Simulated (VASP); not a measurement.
Here is a VASP 6.6.1 calculation.

Contents of INCAR:

```
ALGO = Normal ; EDIFF = 1E-6
EDIFFG = -0.04 ; ENCUT = 600
GGA = PE ; IBRION = 2
ISIF = 3 ; ISMEAR = 0
LASPH = T ; LCHARG = F
LREAL = F ; LWAVE = F
NELM = 100 ; NSW = 90
PREC = Accurate ; SIGMA = 0.1
```

The input KPOINTS:

```
k-points
0
Gamma
  6 6 4
```

File POSCAR:

```
PRu3
1.0
    5.4717738907      0.0000000000      0.0000000000
   -2.7358869454      4.7386951931      0.0000000000
    0.0000000000      0.0000000000      4.3919428000
P Ru
2 6
Direct
    0.3333333333      0.6666666667      0.2500000000
    0.6666666667      0.3333333333      0.7500000000
    0.8330000000      0.6660000000      0.2500000000
    0.1670000000      0.8330000000      0.7500000000
    0.3340000000      0.1670000000      0.2500000000
    0.1670000000      0.3340000000      0.7500000000
    0.8330000000      0.1670000000      0.2500000000
    0.6660000000      0.8330000000      0.7500000000
```

Potentials or basis: VASP PAW PBE potentials, release 64 (P, Ru_pv).

Command:

```bash
$ cat potpaw_PBE.64/P/POTCAR potpaw_PBE.64/Ru_pv/POTCAR > POTCAR
$ mpirun -np 1 vasp_std > vasp.out
```

Task: Estimate the space group after relaxing (to 0.1 Å).

Result: P6_3/mmc (No. 194).

Task: Estimate the band gap on the k mesh.

Result: Zero (bands 47 and 48 overlap by 0.43 eV).

Task: Predict the relaxed volume.

Result: 13.39 Å³/atom.

Task: Predict the relaxed cell.

Result: a = 5.505 Å, b = 5.505 Å, c = 4.083 Å, α = 90.00°, β = 90.00°, γ = 120.00°.

The path:
| step | energy change (eV) | largest force (eV/Å) | pressure (GPa) | volume (Å³) |
| --- | --- | --- | --- | --- |
| 1 | 0.0000 | 0.4393 | -14.19 | 113.88 |
| 2 | 1.0141 | 0.7310 | 45.21 | 94.27 |
| 3 | -0.4215 | 0.5739 | 1.28 | 106.37 |
| 4 | -0.4220 | 0.5779 | 1.83 | 106.15 |
| 5 | -0.5892 | 0.1582 | 1.50 | 106.27 |
| 6 | -0.6237 | 0.1705 | 1.98 | 106.30 |
| 7 | -0.6120 | 0.0628 | -3.89 | 108.83 |
| 8 | -0.6321 | 0.0727 | -0.40 | 107.28 |
| 9 | -0.6328 | 0.0466 | 0.26 | 107.06 |
| 10 | -0.6333 | 0.0010 | 0.00 | 107.14 |
